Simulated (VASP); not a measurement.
# TePt (P6_3/mmc) in VASP: notebook

Runs on TePt. Level: LDA. Tasks: single point.

Program: VASP 6.6.1. These are calculated values, not measurements. Logs are shortened: lines on timing, memory, paths and dates and some standing lists are left out, and cuts for length are marked.

**1. The cell of the first run**

It takes space group P6_3/mmc (No. 194, hexagonal). Conventional cell: a = 4.023 Å, b = 4.023 Å, c = 5.275 Å, α = 90.00°, β = 90.00°, γ = 120.00°. Within 3.6 Å of Te (site symmetry -6m2) lie 6 Pt at 2.67 Å and 6 Te at 3.51 Å. Within 3.5 Å of Pt (site symmetry -3m) lie 2 Pt at 2.64 Å and 6 Te at 2.67 Å.

**2. Single point, LDA, collinear spin (18.48 Å³/atom)**

Input file INCAR:

```
PREC = Accurate
ENCUT = 520
EDIFF = 1E-6
ISMEAR = 0
SIGMA = 0.15
LREAL = F
LASPH = T
NELM = 150
ALGO = Normal
ISIF = 2
LWAVE = F
LCHARG = T
ISPIN = 2
MAGMOM = 0 0 0.125 0.125
LORBIT = 11
NUPDOWN = 0.25
LMAXMIX = 4
GGA = CA
LELF = T
LVHAR = T
NBANDS = 28
```

Input file KPOINTS:

```
Automatic mesh
0
Gamma
  12 12 8
```

Input file POSCAR:

```
TePt
1.0
    4.0231984860      0.0000000000      0.0000000000
   -2.0115992430      3.4841920933      0.0000000000
    0.0000000000      0.0000000000      5.2745134137
Te Pt
2 2
Direct
    0.3333333333      0.6666666667      0.2500000000
    0.6666666667      0.3333333333      0.7500000000
    0.0000000000      0.0000000000      0.0000000000
    0.0000000000      0.0000000000      0.5000000000
```

Potentials or basis: VASP PAW LDA potentials, release 64 (Te, Pt).

Run with:

```bash
> cat potpaw_LDA.64/Te/POTCAR potpaw_LDA.64/Pt/POTCAR > POTCAR
> mpirun -np 1 vasp_std > vasp.out
```

OUTCAR:

```text
PREC = Accurate
   ENCUT = 520
   EDIFF = 1E-6
   ISMEAR = 0
   LREAL = F
   LASPH = T
   NELM = 150
   ISIF = 2
   ISPIN = 2
   LORBIT = 11
   NUPDOWN = 0.25
   GGA = CA

 ion  position               nearest neighbor table
   1  0.333  0.667  0.250-   3 2.67   4 2.67   3 2.67   4 2.67   3 2.67   4 2.67   2 3.51   2 3.51
                             2 3.51   2 3.51   2 3.51   2 3.51
   2  0.667  0.333  0.750-   3 2.67   4 2.67   3 2.67   4 2.67   3 2.67   4 2.67   1 3.51   1 3.51
                             1 3.51   1 3.51   1 3.51   1 3.51
   3  0.000  0.000  0.000-   4 2.64   4 2.64   1 2.67   2 2.67   1 2.67   2 2.67   2 2.67   1 2.67

   4  0.000  0.000  0.500-   3 2.64   3 2.64   1 2.67   2 2.67   1 2.67   2 2.67   2 2.67   1 2.67

  LATTYP: Found a hexagonal cell.
 ALAT       =     4.0231984860
 C/A-ratio  =     1.3110249052

  Lattice vectors:

 A1 = (   4.0231984860,   0.0000000000,   0.0000000000)
 A2 = (  -2.0115992430,   3.4841920933,   0.0000000000)
 A3 = (   0.0000000000,   0.0000000000,   5.2745134137)

Analysis of symmetry for initial positions (statically):
=====================================================================
 Subroutine PRICEL returns:
 Original cell was already a primitive cell.

 Routine SETGRP: Setting up the symmetry group for a
 hexagonal supercell.

 Subroutine GETGRP returns: Found 24 space group operations
 (whereof 12 operations were pure point group operations)
 out of a pool of 24 trial point group operations.

The static configuration has the point symmetry D_3d.
 The point group associated with its full space group is D_6h.

Analysis of symmetry for dynamics (positions and initial velocities):
=====================================================================
 Subroutine PRICEL returns:
 Original cell was already a primitive cell.

 Routine SETGRP: Setting up the symmetry group for a
 hexagonal supercell.

 Subroutine GETGRP returns: Found 24 space group operations
 (whereof 12 operations were pure point group operations)
 out of a pool of 24 trial point group operations.

The dynamic configuration has the point symmetry D_3d.
 The point group associated with its full space group is D_6h.

Analysis of structural, dynamic, and magnetic symmetry:
=====================================================================
 Subroutine PRICEL returns:
 Original cell was already a primitive cell.

 Routine SETGRP: Setting up the symmetry group for a
 hexagonal supercell.

 Subroutine GETGRP returns: Found 24 space group operations
 (whereof 12 operations were pure point group operations)
 out of a pool of 24 trial point group operations.

The overall configuration has the point symmetry D_3d.
 The point group associated with its full space group is D_6h.

 Subroutine INISYM returns: Found 24 space group operations
 (whereof 12 operations are pure point group operations),
 and found     1 'primitive' translations

----------------------------------------------------------------------------------------

                                     Primitive cell

  volume of cell :      73.9360

  direct lattice vectors                    reciprocal lattice vectors
     4.023198486  0.000000000  0.000000000     0.248558455  0.143505291  0.000000000
    -2.011599243  3.484192093  0.000000000     0.000000000  0.287010582  0.000000000
     0.000000000  0.000000000  5.274513414     0.000000000  0.000000000  0.189590948

  length of vectors
     4.023198486  4.023198486  5.274513414     0.287010582  0.287010582  0.189590948

  position of ions in fractional coordinates (direct lattice)
     0.333333333  0.666666667  0.250000000
     0.666666667  0.333333333  0.750000000
     0.000000000  0.000000000  0.000000000
     0.000000000  0.000000000  0.500000000

  ion indices of the primitive-cell ions
   primitive index   ion index
                 1           1
                 2           2
                 3           3
                 4           4

----------------------------------------------------------------------------------------

 KPOINTS: Automatic mesh

Automatic generation of k-mesh.
 Grid dimensions read from file:
 generate k-points for:   12   12    8

 Generating k-lattice:

  Cartesian coordinates                     Fractional coordinates (reciprocal lattice)
     0.020713205  0.011958774  0.000000000     0.083333333  0.000000000  0.000000000
     0.000000000  0.023917548  0.000000000     0.000000000  0.083333333  0.000000000
     0.000000000  0.000000000  0.023698869     0.000000000  0.000000000  0.125000000

  Length of vectors
     0.023917548  0.023917548  0.023698869

  Shift w.r.t. Gamma in fractional coordinates (k-lattice)
     0.000000000  0.000000000  0.000000000

 Subroutine IBZKPT returns following result:
 ===========================================

 Found     95 irreducible k-points:

 Following reciprocal coordinates:
            Coordinates               Weight
  0.000000  0.000000  0.000000      1.000000
  0.083333  0.000000  0.000000      6.000000
  0.166667  0.000000  0.000000      6.000000
  0.250000  0.000000  0.000000      6.000000
  0.333333  0.000000  0.000000      6.000000
  0.416667  0.000000  0.000000      6.000000
[... 16 lines left out ...]
  0.250000  0.000000  0.125000     12.000000
  0.333333  0.000000  0.125000     12.000000
 [... further k-points ...]
   k-points           NKPTS =     95   k-points in BZ     NKDIM =     95   number of bands    NBANDS=     28
   number of dos      NEDOS =    301   number of ions     NIONS =      4
   total plane-waves  NPLWV =  36000
   dimension x,y,z NGX =    30 NGY =   30 NGZ =   40
   dimension x,y,z NGXF=    60 NGYF=   60 NGZF=   80
   ions per type =               2   2
   NGX,Y,Z   is equivalent  to a cutoff of  12.40, 12.40, 12.61 a.u.
   NGXF,Y,Z  is equivalent  to a cutoff of  24.79, 24.79, 25.21 a.u.
 SYSTEM =  unknown system
   PREC   = accura    normal or accurate (medium, high low for compatibility)
   ISTART =      0    job   : 0-new  1-cont  2-samecut
   ICHARG =      2    charge: 1-file 2-atom 10-const
   ISPIN  =      2    spin polarized calculation?
   LNONCOLLINEAR =      F non collinear calculations
   LSORBIT =      F    spin-orbit coupling
   LASPH  =      T    aspherical Exc in radial PAW
   ENCUT  =  520.0 eV  38.22 Ry    6.18 a.u.   7.48  7.48  9.81*2*pi/ulx,y,z
   NELM   =    150;   NELMIN=  2; NELMDL= -5     # of ELM steps
   EDIFF  = 0.1E-05   stopping-criterion for ELM
   LREAL  =      F    real-space projection
   EDIFFG = 0.1E-04   stopping-criterion for IOM
   NSW    =      0    number of steps for IOM
   IBRION =     -1    ionic relax: 0-MD 1-quasi-New 2-CG
   NFREE  =      0    steps in history (QN), initial steepest desc. (CG)
   ISIF   =      2    stress and relaxation
   ISYM   =      2    0-nonsym 1-usesym 2-fastsym
   POTIM  = 0.5000    time-step for ionic-motion
   TEBEG  =    0.0;   TEEND  =   0.0 temperature during run
   PSTRESS=    0.0 pullay stress
   NELECT =      32.0000    total number of electrons
   NUPDOWN=       0.2500    fix difference up-down
   EMIN   =  10.00;   EMAX   =-10.00  energy-range for DOS
   EFERMI =   0.00;   METHOD = LEGACY
   ISMEAR =     0;   SIGMA  =   0.15  broadening in eV -4-tet -1-fermi 0-gaus
   EFERMI_NEDOS =   21; number of points for ismear=-14 and -15
   IALGO  =     38    algorithm
   IMIX   =      4    mixing-type and parameters
     AMIX     =   0.40;   BMIX     =  1.00
     AMIX_MAG =   1.60;   BMIX_MAG =  1.00
  volume/ion in A,a.u.               =      18.48       124.74
  Fermi-wavevector in a.u.,A,eV,Ry     =   1.238339  2.340121 20.864305  1.533483
  Thomas-Fermi vector in A             =   2.372868
   LORBIT       =     11    0 simple, 1 ext, 2 COOP (PROOUT), +10 PAW based schemes
   GGA     = CA    functional components
   LHFCALC =     F    Hartree Fock is set to
   AEXX    =    0.0000 exact exchange contribution
   IVDW    =     0    specifies the selected vdW correction
   LEPSILON=     F    determine dielectric tensor
   LRPA    =     F    only Hartree local field effects (RPA)
 spin polarized calculation
 Gauss-broadening in eV      SIGMA  =   0.15
  energy-cutoff  :      520.00
  volume of cell :       73.94
 maximum number of plane-waves:      2009
 NGX is ok and might be reduce to    30
   NGX = 15   NGY = 15   NGZ = 19

 number of electron      31.9999996 magnetization       0.2500000

 Free energy of the ion-electron system (eV)
  ---------------------------------------------------
  ext. energy  EPLUGINS =         0.00000000
  ---------------------------------------------------
  free energy    TOTEN  =       -22.75120855 eV

  energy without entropy =      -22.73010876  energy(sigma->0) =      -22.74065865

 E-fermi :  12.0878     XC(G=0): -12.1637

 val. band max:       12.2792933870   @ k =   0.1667   0.1667   0.1250
 cond. band min:      12.0882829865   @ k =   0.3333   0.0000   0.5000
 fundamental gap:     -0.1910104005
 Fermi energy:        12.3012759472

 spin component 1

 k-point     1 :       0.0000    0.0000    0.0000
  band No.  band energies     occupation
      1      -3.3970      1.00000
      2       0.2652      1.00000
      3       3.5376      1.00000
      4       4.6537      1.00000
      5       4.6537      1.00000
      6       5.2090      1.00000
[... 20 lines left out ...]
     27      22.3866      0.00000
     28      22.3867      0.00000

 k-point     2 :       0.0833    0.0000    0.0000
  band No.  band energies     occupation
      1      -3.3121      1.00000
      2       0.1881      1.00000
      3       3.6452      1.00000
      4       4.6837      1.00000
      5       4.7920      1.00000
      6       5.1773      1.00000
[... 674 lines left out ...]
 k-point    24 :       0.3333    0.0000    0.1250
  band No.  band energies     occupation
      1      -2.1029      1.00000
      2      -0.5784      1.00000
      3       3.9381      1.00000
      4       4.8014      1.00000
      5       4.9554      1.00000
      6       5.6999      1.00000
[... 20 lines left out ...]
     27      23.3455      0.00000
     28      23.5493      0.00000

 [... further k-points ...]

 spin component 2

 k-point     1 :       0.0000    0.0000    0.0000
  band No.  band energies     occupation
      1      -3.3649      1.00000
      2       0.2987      1.00000
      3       3.5698      1.00000
      4       4.6884      1.00000
      5       4.6884      1.00000
      6       5.2460      1.00000
[... 20 lines left out ...]
     27      22.4179      0.00000
     28      22.4185      0.00000

 k-point     2 :       0.0833    0.0000    0.0000
  band No.  band energies     occupation
      1      -3.2800      1.00000
      2       0.2217      1.00000
      3       3.6775      1.00000
      4       4.7184      1.00000
      5       4.8263      1.00000
      6       5.2142      1.00000
[... 674 lines left out ...]
 k-point    24 :       0.3333    0.0000    0.1250
  band No.  band energies     occupation
      1      -2.0702      1.00000
      2      -0.5444      1.00000
      3       3.9696      1.00000
      4       4.8339      1.00000
      5       4.9901      1.00000
      6       5.7338      1.00000
[... 20 lines left out ...]
     27      23.3726      0.00000
     28      23.5794      0.00000

 [... further k-points ...]

------------------------ aborting loop because EDIFF is reached ----------------------------------------

  FORCE on cell =-STRESS in cart. coord.  units (eV):
  Direction    XX          YY          ZZ          XY          YZ          ZX
  --------------------------------------------------------------------------------------
  -------------------------------------------------------------------------------------
  Total       11.7556652     11.7556652     12.8403539      0.0000000      0.0000000      0.0000000
  in kB      254.7427548    254.7427548    278.2477276      0.0000000      0.0000000      0.0000000
  external PRESSURE =     262.5777457 kB  Pullay stress =       0.0000000 kB

 VOLUME and BASIS-vectors are now :
 -----------------------------------------------------------------------------
  energy-cutoff  :      520.00
  volume of cell :       73.94
      direct lattice vectors                 reciprocal lattice vectors
     4.023198486  0.000000000  0.000000000     0.248558455  0.143505291  0.000000000
    -2.011599243  3.484192093  0.000000000     0.000000000  0.287010582  0.000000000
     0.000000000  0.000000000  5.274513414     0.000000000  0.000000000  0.189590948

 POSITION                                       TOTAL-FORCE (eV/Angst)
 -----------------------------------------------------------------------------------
     -0.00000      2.32279      1.31863        -0.000000      0.000000      0.000000
      2.01160      1.16140      3.95589         0.000000      0.000000      0.000000
      0.00000      0.00000      0.00000        -0.000000      0.000000      0.000000
      0.00000      0.00000      2.63726        -0.000000      0.000000      0.000000
 -----------------------------------------------------------------------------------
    total drift:                               -0.000000      0.000000      0.000000

  FREE ENERGIE OF THE ION-ELECTRON SYSTEM (eV)
  ---------------------------------------------------
  free  energy   TOTEN  =       -22.7512085500 eV

  energy  without entropy=      -22.7301087592  energy(sigma->0) =      -22.74065865

 total charge

# of ion       s       p       d       tot
------------------------------------------
    1        1.416   1.879   0.153   3.448
    2        1.416   1.879   0.153   3.448
    3        0.700   0.682   8.350   9.732
    4        0.700   0.682   8.350   9.732
--------------------------------------------------
tot          4.233   5.121  17.006  26.360

 magnetization (x)

# of ion       s       p       d       tot
------------------------------------------
    1        0.008   0.028   0.002   0.038
    2        0.008   0.028   0.002   0.038
    3        0.003   0.010   0.050   0.063
    4        0.003   0.010   0.050   0.063
--------------------------------------------------
tot          0.022   0.075   0.105   0.202
```

Run time: 8.3 min. Hardware: 1 thread of Intel Xeon 8259CL, shared host; peak memory 0.38 GiB.

What came out:

```
Free energy                                           : -22.7512 eV
Pressure                                              : 26.3 GPa
Net moment                                            : 0.25 μB per cell
Site moments                                          : Te +0.04; Pt +0.06 μB
Valence electrons inside the program's atomic spheres : Te 3.45; Pt 9.73
```

Stress tensor (GPa, compression positive):
```
25.47  0.00  0.00
 0.00 25.47  0.00
 0.00  0.00 27.82
```

Caveat: the cell stands under pressure; spin-orbit coupling is left out, which moves the levels of the heavy elements; the total moment is fixed, so each spin has its own Fermi level and the state may be an excited one.

**3. Single point, LDA, collinear spin (19.32 Å³/atom)**

This run uses another cell than the first one, of 19.32 Å³/atom.

Input file INCAR:

```
SYSTEM = TePt
ALGO = Normal ; EDIFF = 1E-6
ENCUT = 520 ; GGA = CA
ISIF = 2 ; ISMEAR = 0
ISPIN = 2 ; LASPH = .True.
LCHARG = .False. ; LMAXMIX = 4
LORBIT = 11 ; LREAL = .False.
LWAVE = .False. ; MAGMOM = 0 0 0.25 0.25
NBANDS = 28 ; NELM = 150
NUPDOWN = 0.5 ; PREC = Accurate
SIGMA = 0.15
```

Input file KPOINTS:

```
k-points
0
Gamma
  12 12 8
  0 0 0
```

Input file POSCAR:

```
TePt
1.0
    4.0832422724      0.0000000000      0.0000000000
   -2.0416211362      3.5361915377      0.0000000000
    0.0000000000      0.0000000000      5.3532323131
Te Pt
2 2
Direct
    0.3333333333      0.6666666667      0.2500000000
    0.6666666667      0.3333333333      0.7500000000
    0.0000000000      0.0000000000      0.0000000000
    0.0000000000      0.0000000000      0.5000000000
```

Potentials or basis: VASP PAW LDA potentials, release 64 (Te, Pt).

Run with:

```bash
> cat potpaw_LDA.64/Te/POTCAR potpaw_LDA.64/Pt/POTCAR > POTCAR
> mpirun -np 1 vasp_std > vasp.out
```

It took 3.9 min on 1 thread of Intel Xeon Platinum 8259CL at 2.50GHz (Skylake/Cascade Lake), shared host; peak memory 0.38 GiB.

It converged, with:

```
Free energy                                           : -23.1454 eV
Pressure                                              : 15.5 GPa
Net moment                                            : 0.50 μB per cell
Site moments                                          : Te +0.07; Pt +0.13 μB
Valence electrons inside the program's atomic spheres : Te 3.40; Pt 9.60
```

Stress tensor (GPa, compression positive):
```
15.15  0.00  0.00
 0.00 15.15  0.00
 0.00  0.00 16.25
```

Caveat: the cell stands under pressure; spin-orbit coupling is left out, which moves the levels of the heavy elements; the total moment is fixed, so each spin has its own Fermi level and the state may be an excited one.

**4. Single point, LDA, collinear spin (20.16 Å³/atom)**

This run uses another cell than the first one, of 20.16 Å³/atom.

Input file INCAR:

```
SYSTEM = TePt
PREC = Accurate
ENCUT = 520
EDIFF = 1E-7
ISMEAR = 0
SIGMA = 0.15
LREAL = .FALSE.
LASPH = .TRUE.
NELM = 150
ALGO = Normal
ISIF = 2
LWAVE = .FALSE.
LCHARG = .TRUE.
ISPIN = 2
MAGMOM = 0 0 0.125 0.125
LORBIT = 11
NUPDOWN = 0.25
LMAXMIX = 4
GGA = CA
LELF = .TRUE.
LVHAR = .TRUE.
NBANDS = 28
```

Input file KPOINTS:

```
regular mesh
0
G
  12 12 8
  0 0 0
```

Input file POSCAR:

```
TePt
1.0
    4.1415702800      0.0000000000      0.0000000000
   -2.0707851400      3.5867050741      0.0000000000
    0.0000000000      0.0000000000      5.4297017838
Te Pt
2 2
Direct
    0.3333333333      0.6666666667      0.2500000000
    0.6666666667      0.3333333333      0.7500000000
    0.0000000000      0.0000000000      0.0000000000
    0.0000000000      0.0000000000      0.5000000000
```

Run with:

```bash
> cat potpaw_LDA.64/Te/POTCAR potpaw_LDA.64/Pt/POTCAR > POTCAR
> mpirun -np 1 vasp_std > vasp.out
```

It took 2.4 min on 1 thread of Intel Xeon 6975P-C (Granite Rapids), shared host; peak memory 0.4 GiB.

Results (log left out):

```yaml
Free_energy: -23.4181 eV
Pressure: 7.0 GPa
Net_moment: 0.25 μB per cell
Site_moments: Te +0.04; Pt +0.06 μB
Valence_electrons_inside_the_program's_atomic_spheres: Te 3.36; Pt 9.49
```

Stress tensor (GPa, compression positive):
```
6.75 0.00 0.00
0.00 6.75 0.00
0.00 0.00 7.37
```

Caveat: the cell stands under pressure; spin-orbit coupling is left out, which moves the levels of the heavy elements; the total moment is fixed, so each spin has its own Fermi level and the state may be an excited one.

(Continued in part 2 of 2.)
